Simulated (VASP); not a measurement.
WSe2: single point with PBE

WSe2:

```
CELL_PARAMETERS angstrom
3.22136 0.00000 0.00000
-1.61068 2.78978 0.00000
0.00000 0.00000 15.31461
ATOMIC_POSITIONS crystal
W 0.66667 0.33333 0.75000
W 0.33333 0.66667 0.25000
Se 0.33333 0.66667 0.86005
Se 0.66667 0.33333 0.36005
Se 0.33333 0.66667 0.63995
Se 0.66667 0.33333 0.13995
```

This cell differs from its parent crystal: biaxial strain in the a-b plane: -3.0 %.

```
Program                : VASP 6.6.1
Task                   : single point
Functional             : PBE
Potentials or basis    : VASP PAW PBE potentials, release 64 (W_sv, Se)
Cutoff                 : 520 eV
k mesh                 : 12 × 12 × 2
Occupations            : gaussian, width 0.02 eV
Spin                   : no spin polarisation
Dipole correction      : no
Further INCAR settings : ALGO = Normal; EDIFF = 1e-07; NBANDS = 35
```

- Pressure: 7.1 GPa
- Largest force: 0.606 eV/Å
- Band gap on the k mesh: 1.40 eV (least direct gap 1.87 eV)

Forces on the atoms (eV/Å):
```
W    0.000  0.000  0.000
W    0.000  0.000  0.000
Se   0.000  0.000  0.606
Se   0.000  0.000  0.606
Se   0.000  0.000 -0.606
Se   0.000  0.000 -0.606
```

Stress tensor (GPa, compression positive):
```
8.24 0.00 0.00
0.00 8.24 0.00
0.00 0.00 4.76
```

Levels at points of the mesh, in eV from the valence-band top:
```
           k point  band 22  band 23  band 24  band 25  band 26  band 27  band 28  band 29  band 30  band 31
(0.00, 0.00, 0.00)    -1.09    -1.08    -1.08    -0.85    -0.34     3.18     3.18     3.18     3.18     3.33
(0.50, 0.00, 0.00)    -2.35    -1.10    -1.10    -0.77    -0.75     2.71     2.71     2.84     2.99     3.58
(0.00, 0.00, 0.50)    -1.08    -1.08    -1.08    -0.54    -0.54     3.18     3.18     3.18     3.18     3.34
(0.50, 0.00, 0.50)    -2.36    -1.10    -1.10    -0.76    -0.76     2.71     2.71     2.92     2.92     3.77
```

Run time: 86 s on 1 thread of Intel(R) Xeon(R) 6975P-C (Granite Rapids), on a shared host, peak memory 0.33 GiB.

Caveat: the cell differs from its parent crystal (biaxial strain in the a-b plane: -3.0 %); the cell stands under pressure; spin-orbit coupling is left out, which moves the levels of the heavy elements; this functional lacks dispersion, which binds layers or chains, so the pressure and a relaxed spacing across them are unreliable. A k mesh can miss the band edges.
